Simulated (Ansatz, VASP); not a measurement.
One calculation of In, two programs

```xyz
1
Lattice="-1.9105 1.9105 1.9105 1.9105 -1.9105 1.9105 1.9105 1.9105 -1.9105" Properties=species:S:1:pos:R:3 pbc="T T T"
In    0.0000    0.0000    0.0000
```

Alike in both runs: task single point; functional PBE; k mesh 8 × 8 × 8; occupations gaussian, width 0.05 eV; no spin polarisation.

```csv
,VASP,Ansatz
version,VASP 6.6.1,Ansatz 0.2.0
potentials or method,"VASP PAW PBE potentials, release 64 (In_d), cutoff 500 eV","scalar-relativistic, plane waves, PAW"
valence electrons in the cell,13,13
```

```tsv
	VASP	Ansatz	Ansatz less VASP
pressure (GPa)	0.0	0.1	+0.04
```

With one functional, cell and mesh, what is left measures potentials, basis and numerics.
